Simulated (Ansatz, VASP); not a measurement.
# C in VASP and in Ansatz

```
C
1.0
     0.00000    1.78295    1.96356
     1.78295    0.00000    1.96356
     1.78295    1.78295    0.00000
C
2
Direct
  0.50000 0.50000 0.50000
  0.75000 0.75000 0.75000
```

Alike in both runs: task single point; functional PBE; k mesh 12 × 12 × 12; occupations gaussian, width 0.05 eV; no spin polarisation.

|  | VASP | Ansatz |
| --- | --- | --- |
| version | VASP 6.6.1 | Ansatz 0.2.0 |
| potentials or method | VASP PAW PBE potentials, release 64 (C), cutoff 520 eV | scalar-relativistic, plane waves, PAW |
| valence electrons in the cell | 8 | 8 |

|  | VASP | Ansatz | Ansatz less VASP |
| --- | --- | --- | --- |
| gap on the k mesh at the Fermi level (eV) | 2.81 | 2.81 | +0.007 |
| least direct gap on the mesh (eV) | 4.52 | 4.53 | +0.003 |
